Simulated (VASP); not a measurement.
# SrAl2Te3 (P6/mmm) in VASP: further runs

The runs below take SrAl2Te3 through single point, relaxation of cell and atoms, with PBE.

Everything below comes from runs of VASP 6.6.1. Logs are shortened: lines on timing, memory, paths and dates and some standing lists are left out, and cuts for length are marked.

### Step 1. The cell of the first run

It takes space group P6/mmm (No. 191, hexagonal). Conventional cell: a = 7.403 Å, b = 7.403 Å, c = 3.872 Å, α = 90.00°, β = 90.00°, γ = 120.00°. Within 5.1 Å of Sr (site symmetry 6/mmm) lie 2 Sr at 3.87 Å and 12 Te at 4.18 Å and 6 Al at 4.27 Å. Within 3.9 Å of Al (site symmetry -6m2) lie 6 Te at 2.88 Å and 2 Al at 3.87 Å. Within 3.9 Å of Te (site symmetry mmm) lie 4 Al at 2.88 Å and 6 Te at 3.70 to 3.87 Å.

### Step 2. Single point, PBE

Contents of INCAR:

```
SYSTEM = SrAl2Te3
PREC = Accurate
ENCUT = 520
EDIFF = 1E-7
ISMEAR = 0
SIGMA = 0.1
LREAL = .FALSE.
LASPH = .TRUE.
NELM = 60
ALGO = Normal
ISIF = 2
LWAVE = .FALSE.
LCHARG = .FALSE.
GGA = PE
NBANDS = 26
```

Contents of KPOINTS:

```
Automatic mesh
0
G
  3 3 4
  0 0 0
```

Contents of POSCAR:

```
SrAl2Te3
1.0
    7.4031984151      0.0000000000      0.0000000000
   -3.7015992075      6.4113578967      0.0000000000
    0.0000000000      0.0000000000      3.8721104426
Sr Al Te
1 2 3
Direct
    0.0000000000      0.0000000000      0.0000000000
    0.3333333333      0.6666666667      0.0000000000
    0.6666666667      0.3333333333      0.0000000000
    0.5000000000      0.0000000000      0.5000000000
    0.5000000000      0.5000000000      0.5000000000
    0.0000000000      0.5000000000      0.5000000000
```

Potentials or basis: VASP PAW PBE potentials, release 64 (Sr_sv, Al, Te).

On the command line:

```console
$ cat potpaw_PBE.64/Sr_sv/POTCAR potpaw_PBE.64/Al/POTCAR potpaw_PBE.64/Te/POTCAR > POTCAR
$ mpirun -np 1 vasp_std > vasp.out
```

OUTCAR:

```text
SYSTEM = SrAl2Te3
   PREC = Accurate
   ENCUT = 520
   EDIFF = 1E-7
   ISMEAR = 0
   LREAL = .FALSE.
   LASPH = .TRUE.
   NELM = 60
   ISIF = 2
   GGA = PE

 ion  position               nearest neighbor table
   1  0.000  0.000  0.000-   6 4.18   6 4.18   6 4.18   6 4.18   5 4.18   5 4.18   5 4.18   5 4.18
                             4 4.18   4 4.18   4 4.18   4 4.18
   2  0.333  0.667  0.000-   4 2.88   4 2.88   6 2.88   6 2.88   5 2.88   5 2.88
   3  0.667  0.333  0.000-   4 2.88   4 2.88   6 2.88   6 2.88   5 2.88   5 2.88
   4  0.500  0.000  0.500-   2 2.88   3 2.88   2 2.88   3 2.88   1 4.18   1 4.18   1 4.18   1 4.18

   5  0.500  0.500  0.500-   2 2.88   3 2.88   2 2.88   3 2.88   1 4.18   1 4.18   1 4.18   1 4.18

   6  0.000  0.500  0.500-   2 2.88   3 2.88   2 2.88   3 2.88   1 4.18   1 4.18   1 4.18   1 4.18

  LATTYP: Found a hexagonal cell.
 ALAT       =     7.4031984151
 C/A-ratio  =     0.5230321039

  Lattice vectors:

 A1 = (   7.4031984151,   0.0000000000,   0.0000000000)
 A2 = (  -3.7015992075,   6.4113578967,   0.0000000000)
 A3 = (   0.0000000000,   0.0000000000,   3.8721104426)

Analysis of symmetry for initial positions (statically):
=====================================================================
 Subroutine PRICEL returns:
 Original cell was already a primitive cell.

 Routine SETGRP: Setting up the symmetry group for a
 hexagonal supercell.

 Subroutine GETGRP returns: Found 24 space group operations
 (whereof 24 operations were pure point group operations)
 out of a pool of 24 trial point group operations.

The static configuration has the point symmetry D_6h.

Analysis of symmetry for dynamics (positions and initial velocities):
=====================================================================
 Subroutine PRICEL returns:
 Original cell was already a primitive cell.

 Routine SETGRP: Setting up the symmetry group for a
 hexagonal supercell.

 Subroutine GETGRP returns: Found 24 space group operations
 (whereof 24 operations were pure point group operations)
 out of a pool of 24 trial point group operations.

The dynamic configuration has the point symmetry D_6h.

 Subroutine INISYM returns: Found 24 space group operations
 (whereof 24 operations are pure point group operations),
 and found     1 'primitive' translations

----------------------------------------------------------------------------------------

                                     Primitive cell

  volume of cell :     183.7880

  direct lattice vectors                    reciprocal lattice vectors
     7.403198415  0.000000000  0.000000000     0.135076752  0.077986599  0.000000000
    -3.701599208  6.411357897  0.000000000     0.000000000  0.155973199  0.000000000
     0.000000000  0.000000000  3.872110443     0.000000000  0.000000000  0.258257096

  length of vectors
     7.403198415  7.403198415  3.872110443     0.155973199  0.155973199  0.258257096

  position of ions in fractional coordinates (direct lattice)
     0.000000000  0.000000000  0.000000000
     0.333333333  0.666666667  0.000000000
     0.666666667  0.333333333  0.000000000
     0.500000000  0.000000000  0.500000000
     0.500000000  0.500000000  0.500000000
     0.000000000  0.500000000  0.500000000

  ion indices of the primitive-cell ions
   primitive index   ion index
                 1           1
                 2           2
                 3           3
                 4           4
                 5           5
                 6           6

----------------------------------------------------------------------------------------

 KPOINTS: Automatic mesh

Automatic generation of k-mesh.
 Grid dimensions read from file:
 generate k-points for:    3    3    4

 Generating k-lattice:

  Cartesian coordinates                     Fractional coordinates (reciprocal lattice)
     0.045025584  0.025995533  0.000000000     0.333333333  0.000000000  0.000000000
     0.000000000  0.051991066  0.000000000     0.000000000  0.333333333  0.000000000
     0.000000000  0.000000000  0.064564274     0.000000000  0.000000000  0.250000000

  Length of vectors
     0.051991066  0.051991066  0.064564274

  Shift w.r.t. Gamma in fractional coordinates (k-lattice)
     0.000000000  0.000000000  0.000000000

 Subroutine IBZKPT returns following result:
 ===========================================

 Found      9 irreducible k-points:

 Following reciprocal coordinates:
            Coordinates               Weight
  0.000000  0.000000  0.000000      1.000000
  0.333333  0.000000  0.000000      6.000000
  0.333333  0.333333  0.000000      2.000000
  0.000000  0.000000  0.250000      2.000000
  0.333333  0.000000  0.250000     12.000000
  0.333333  0.333333  0.250000      4.000000
  0.000000  0.000000  0.500000      1.000000
  0.333333  0.000000  0.500000      6.000000
  0.333333  0.333333  0.500000      2.000000
   k-points           NKPTS =      9   k-points in BZ     NKDIM =      9   number of bands    NBANDS=     26
   number of dos      NEDOS =    301   number of ions     NIONS =      6
   total plane-waves  NPLWV =  94080
   dimension x,y,z NGX =    56 NGY =   56 NGZ =   30
   dimension x,y,z NGXF=   112 NGYF=  112 NGZF=   60
   ions per type =               1   2   3
   NGX,Y,Z   is equivalent  to a cutoff of  12.58, 12.58, 12.88 a.u.
   NGXF,Y,Z  is equivalent  to a cutoff of  25.15, 25.15, 25.76 a.u.
 SYSTEM =  SrAl2Te3
   PREC   = accura    normal or accurate (medium, high low for compatibility)
   ISTART =      0    job   : 0-new  1-cont  2-samecut
   ICHARG =      2    charge: 1-file 2-atom 10-const
   ISPIN  =      1    spin polarized calculation?
   LNONCOLLINEAR =      F non collinear calculations
   LSORBIT =      F    spin-orbit coupling
   LASPH  =      T    aspherical Exc in radial PAW
   ENCUT  =  520.0 eV  38.22 Ry    6.18 a.u.  13.77 13.77  7.20*2*pi/ulx,y,z
   NELM   =     60;   NELMIN=  2; NELMDL= -5     # of ELM steps
   EDIFF  = 0.1E-06   stopping-criterion for ELM
   LREAL  =      F    real-space projection
   EDIFFG = 0.1E-05   stopping-criterion for IOM
   NSW    =      0    number of steps for IOM
   IBRION =     -1    ionic relax: 0-MD 1-quasi-New 2-CG
   NFREE  =      0    steps in history (QN), initial steepest desc. (CG)
   ISIF   =      2    stress and relaxation
   ISYM   =      2    0-nonsym 1-usesym 2-fastsym
   POTIM  = 0.5000    time-step for ionic-motion
   TEBEG  =    0.0;   TEEND  =   0.0 temperature during run
   PSTRESS=    0.0 pullay stress
   NELECT =      34.0000    total number of electrons
   NUPDOWN=      -1.0000    fix difference up-down
   EMIN   =  10.00;   EMAX   =-10.00  energy-range for DOS
   EFERMI =   0.00;   METHOD = LEGACY
   ISMEAR =     0;   SIGMA  =   0.10  broadening in eV -4-tet -1-fermi 0-gaus
   EFERMI_NEDOS =   21; number of points for ismear=-14 and -15
   IALGO  =     38    algorithm
   IMIX   =      4    mixing-type and parameters
     AMIX     =   0.40;   BMIX     =  1.00
     AMIX_MAG =   1.60;   BMIX_MAG =  1.00
  volume/ion in A,a.u.               =      30.63       206.71
  Fermi-wavevector in a.u.,A,eV,Ry     =   0.932815  1.762764 11.839020  0.870143
  Thomas-Fermi vector in A             =   2.059452
   LORBIT       =      0    0 simple, 1 ext, 2 COOP (PROOUT), +10 PAW based schemes
   GGA     = PE    functional components
   LHFCALC =     F    Hartree Fock is set to
   AEXX    =    0.0000 exact exchange contribution
   IVDW    =     0    specifies the selected vdW correction
   LEPSILON=     F    determine dielectric tensor
   LRPA    =     F    only Hartree local field effects (RPA)
 non-spin polarized calculation
 Gauss-broadening in eV      SIGMA  =   0.10
  energy-cutoff  :      520.00
  volume of cell :      183.79
 maximum number of plane-waves:      4989
 NGX is ok and might be reduce to    56
   NGX = 27   NGY = 27   NGZ = 15

 number of electron      34.0000002 magnetization

 Free energy of the ion-electron system (eV)
  ---------------------------------------------------
  ext. energy  EPLUGINS =         0.00000000
  ---------------------------------------------------
  free energy    TOTEN  =       -20.04963892 eV

  energy without entropy =      -20.03781718  energy(sigma->0) =      -20.04372805

 E-fermi :   5.4754     XC(G=0):  -8.8961

 val. band max:        5.3638522929   @ k =   0.0000   0.0000   0.5000
 cond. band min:       5.5206972178   @ k =   0.3333   0.0000   0.5000
 fundamental gap:      0.1568449249
 Fermi energy:         5.4754419276

 k-point     1 :       0.0000    0.0000    0.0000
  band No.  band energies     occupation
      1     -31.8927      2.00000
      2     -13.8189      2.00000
      3     -13.8189      2.00000
      4     -13.7232      2.00000
      5      -7.1835      2.00000
      6      -5.6164      2.00000
[... 18 lines left out ...]
     25       8.9747      0.00000
     26       9.0159      0.00000

 k-point     2 :       0.3333    0.0000    0.0000
  band No.  band energies     occupation
      1     -31.8927      2.00000
      2     -13.8197      2.00000
      3     -13.8191      2.00000
      4     -13.7232      2.00000
      5      -6.9407      2.00000
      6      -6.1014      2.00000
[... 18 lines left out ...]
     25       9.0037      0.00000
     26       9.1533      0.00000

 k-point     3 :       0.3333    0.3333    0.0000
  band No.  band energies     occupation
      1     -31.8927      2.00000
      2     -13.8196      2.00000
      3     -13.8196      2.00000
      4     -13.7231      2.00000
      5      -6.5640      2.00000
      6      -6.5640      2.00000
[... 137 lines left out ...]
 k-point     8 :       0.3333    0.0000    0.5000
  band No.  band energies     occupation
      1     -31.8766      2.00000
      2     -13.9723      2.00000
      3     -13.7920      2.00000
      4     -13.7918      2.00000
      5      -6.0118      2.00000
      6      -5.2685      2.00000
[... 18 lines left out ...]
     25       8.3577      0.00000
     26       9.0851      0.00000

 k-point     9 :       0.3333    0.3333    0.5000
  band No.  band energies     occupation
      1     -31.8766      2.00000
      2     -13.9722      2.00000
      3     -13.7920      2.00000
      4     -13.7920      2.00000
      5      -5.6790      2.00000
      6      -5.6790      2.00000
[... 18 lines left out ...]
     25       8.9143      0.00000
     26       9.9812      0.00000

------------------------ aborting loop because EDIFF is reached ----------------------------------------

  FORCE on cell =-STRESS in cart. coord.  units (eV):
  Direction    XX          YY          ZZ          XY          YZ          ZX
  --------------------------------------------------------------------------------------
  -------------------------------------------------------------------------------------
  Total        0.4124246      0.4124246      0.0429295      0.0000000      0.0000000      0.0000000
  in kB        3.5953235      3.5953235      0.3742395      0.0000000      0.0000000      0.0000000
  external PRESSURE =       2.5216288 kB  Pullay stress =       0.0000000 kB

 VOLUME and BASIS-vectors are now :
 -----------------------------------------------------------------------------
  energy-cutoff  :      520.00
  volume of cell :      183.79
      direct lattice vectors                 reciprocal lattice vectors
     7.403198415  0.000000000  0.000000000     0.135076752  0.077986599  0.000000000
    -3.701599208  6.411357897  0.000000000     0.000000000  0.155973199  0.000000000
     0.000000000  0.000000000  3.872110443     0.000000000  0.000000000  0.258257096

 POSITION                                       TOTAL-FORCE (eV/Angst)
 -----------------------------------------------------------------------------------
      0.00000      0.00000      0.00000        -0.000000      0.000000      0.000000
     -0.00000      4.27424      0.00000        -0.000000      0.000000      0.000000
      3.70160      2.13712      0.00000         0.000000     -0.000000      0.000000
      3.70160      0.00000      1.93606        -0.000000      0.000000      0.000000
      1.85080      3.20568      1.93606        -0.000000      0.000000      0.000000
     -1.85080      3.20568      1.93606        -0.000000      0.000000      0.000000
 -----------------------------------------------------------------------------------
    total drift:                               -0.000000      0.000000     -0.000000

  FREE ENERGIE OF THE ION-ELECTRON SYSTEM (eV)
  ---------------------------------------------------
  free  energy   TOTEN  =       -20.0496389201 eV

  energy  without entropy=      -20.0378171787  energy(sigma->0) =      -20.04372805
```

It took 56 s on 1 thread of Intel Xeon Platinum 8259CL at 2.50GHz (Skylake/Cascade Lake), shared host; peak memory 0.31 GiB.

What came out:

```yaml
Free_energy: -20.0496 eV
Pressure: 0.3 GPa
Band_gap_on_the_k_mesh: zero (bands 17 and 18 overlap by 1.92 eV)
```

Caveat: the k points lie up to 0.41 Å⁻¹ apart, too coarse for converged energies and pressures of a metal; spin-orbit coupling is left out, which moves the levels of the heavy elements.

(Continued in part 2 of 2.)
